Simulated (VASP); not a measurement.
Runs of VASP 6.6.1 on Ag. The structure is that of space group Fm-3m (No. 225), or close to it. The cells are those of the table. 

```csv
task,cell,cutoff (eV),gap on the mesh (eV),pressure (GPa)
electric field gradients,"a = 2.909 Å, angles 60.0°, 1 atom",520,none,2.2
electric field gradients,"a = 2.933, b = 2.933, c = 2.976 Å, angles 59.5, 59.5, 61.0°, 1 atom",400,none,-1.7
electric field gradients,"a = 2.904, b = 2.904, c = 2.918 Å, angles 59.8, 59.8, 60.3°, 1 atom",400,none,(b)
single point,"a = 2.831 Å, angles 60.0°, 1 atom",520,none,12.8
single point,"a = 2.879, b = 2.879, c = 2.911 Å, angles 59.6, 59.6, 60.7°, 1 atom",520,none,4.4
single point,"a = 2.899 Å, angles 60.0°, 1 atom",520,none,3.3
electric field gradients,"a = 2.880 Å, angles 60.0°, 1 atom",520,none,5.6
electric field gradients,"a = 2.927 Å, angles 60.0°, 1 atom",520,none,0.3
single point,"a = 2.875 Å, angles 60.7°, 1 atom",520,none,4.4
single point,"a = 2.830 Å, angles 60.0°, 1 atom",520,none,12.9
electric field gradients,"a = 2.868 Å, angles 61.0°, 1 atom",520,none,4.5
electric field gradients,"a = 2.861, b = 2.861, c = 2.832 Å, angles 60.3, 60.3, 59.3°, 1 atom",400,none,(a)
```

Alike in all rows: level PBE; potentials or basis VASP PAW PBE potentials, release 64 (Ag); no spin polarisation; k mesh 15 × 15 × 15; smearing fermi-dirac 0.05 eV.

Task: Fill in the values left out.

Result: (a) 9.3; (b) 1.9.

A k mesh can miss the band edges, and the runs leave out spin-orbit coupling on Ag.

A gap of «none» marks levels without a gap at the run's occupations.
